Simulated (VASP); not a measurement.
Write the native input for VASP 6.6.1 that does the following.

* Task: single point
* Functional: PBE
* Potentials or basis: VASP PAW PBE potentials, release 64 (Cd, Cu, O)
* Cutoff: 520 eV
* k mesh: 4 × 4 × 4
* Occupations: gaussian, width 0.1 eV
* Spin: collinear spin, ferromagnetic start
* Starting moments: [0.0, 0.5, 0.5, 0.5, 0.34, 0.34, 0.34, 0.34] μB
* Dipole correction: no
* Further INCAR settings: ALGO = Normal; EDIFF = 1e-06; NBANDS = 48

The structure of CdCu3O4 lies in POSCAR:

```
CdCu3O4
1.0
    5.0696974843      0.0000000000      0.0000000000
    0.0000000000      5.0696974843      0.0000000000
    0.0000000000      0.0000000000      5.0696974843
Cd Cu O
1 3 4
Direct
    0.0000000000      0.0000000000      0.0000000000
    0.5000000000      0.0000000000      0.0000000000
    0.0000000000      0.5000000000      0.0000000000
    0.0000000000      0.0000000000      0.5000000000
    0.2417239686      0.2417239686      0.2417239686
    0.2417239686      0.7582760314      0.7582760314
    0.7582760314      0.7582760314      0.2417239686
    0.7582760314      0.2417239686      0.7582760314
```

These files were run (other wordings do the same):

INCAR

```
SYSTEM = CdCu3O4
PREC     = Accurate       ! precision mode
ENCUT    = 520            ! plane-wave cutoff, eV
EDIFF    = 1E-6           ! SCF threshold, eV
ISMEAR   = 0              ! smearing method
SIGMA    = 0.1            ! smearing width, eV
LREAL    = .False.        ! projectors in reciprocal space
LASPH    = .True.         ! aspherical terms in the spheres
NELM     = 150            ! most SCF steps
ALGO     = Normal         ! electronic algorithm
ISIF     = 2              ! what is computed and relaxed
LWAVE    = .False.        ! write WAVECAR
LCHARG   = .False.        ! write CHGCAR
ISPIN    = 2              ! spin polarisation
MAGMOM   = 0 0.5 0.5 0.5 0.34 0.34 0.34 0.34 ! initial moments
LORBIT   = 11             ! projections on sites
LMAXMIX  = 4              ! l up to which the mixer works
GGA      = PE             ! functional
NBANDS   = 48             ! bands
```

KPOINTS

```
Automatic mesh
0
Gamma
  4 4 4
  0 0 0
```

Potentials or basis: VASP PAW PBE potentials, release 64 (Cd, Cu, O).

The run is started by

```console
$ cat potpaw_PBE.64/Cd/POTCAR potpaw_PBE.64/Cu/POTCAR potpaw_PBE.64/O/POTCAR > POTCAR
$ mpirun -np 1 vasp_std > vasp.out
```

It gave:

| Quantity | Value |
| --- | --- |
| Pressure | 0.9 GPa |
| Largest force | 0.146 eV/Å |
| Band gap on the k mesh | zero (filled and empty bands overlap) |
| Net moment | 2.99 μB per cell |
| Site moments | Cd +0.02; Cu +0.47; O +0.35 μB |
| Valence electrons inside the program's atomic spheres | Cd 10.62; Cu 9.72; O 4.83 |

Caveat: semilocal functionals often make such compounds metallic where correlation or magnetic order opens a gap, which also shifts bond lengths.

It took 110 s on 1 thread of Intel(R) Xeon(R) 6975P-C (Granite Rapids) (shared host), peak memory 0.33 GiB.
